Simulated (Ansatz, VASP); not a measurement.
# Ti3H in VASP and in Ansatz

```
Ti H
1.0
     2.81935    0.00000    0.00000
    -0.93978    2.65811    0.00000
     0.00000    0.00000   21.32597
Ti H
3 1
Direct
  0.50000 0.50000 0.18756
  0.00000 0.00000 0.28927
  0.50000 0.50000 0.39041
  0.66667 0.66667 0.56251
```

Alike in both runs: task single point; functional PBE; k mesh 10 × 10 × 1; occupations gaussian, width 0.1 eV; no spin polarisation.

|  | VASP | Ansatz |
| --- | --- | --- |
| version | VASP 6.6.1 | Ansatz 0.2.0 |
| potentials or method | VASP PAW PBE potentials, release 64 (Ti_sv, H), cutoff 520 eV | scalar-relativistic, plane waves, PAW |
| valence electrons in the cell | 37 | 37 |

VASP gave:

* gap on the k mesh at the Fermi level (eV): none
* rms of the force components (eV/Å): 0.172
* work function, face that differs most (eV): 4.37

Question: What did Ansatz give for the same quantities?

Answer: gap on the k mesh at the Fermi level (eV): none; rms of the force components (eV/Å): 0.175; work function, face that differs most (eV): 4.37.

Atom by atom the forces differ by 0.005 eV/Å (rms over components). A gap of «none» marks a metal or a gap that the smearing closes. With one functional, cell and mesh, what is left measures potentials, basis and numerics. Ansatz's warnings: vacuum density over bound.
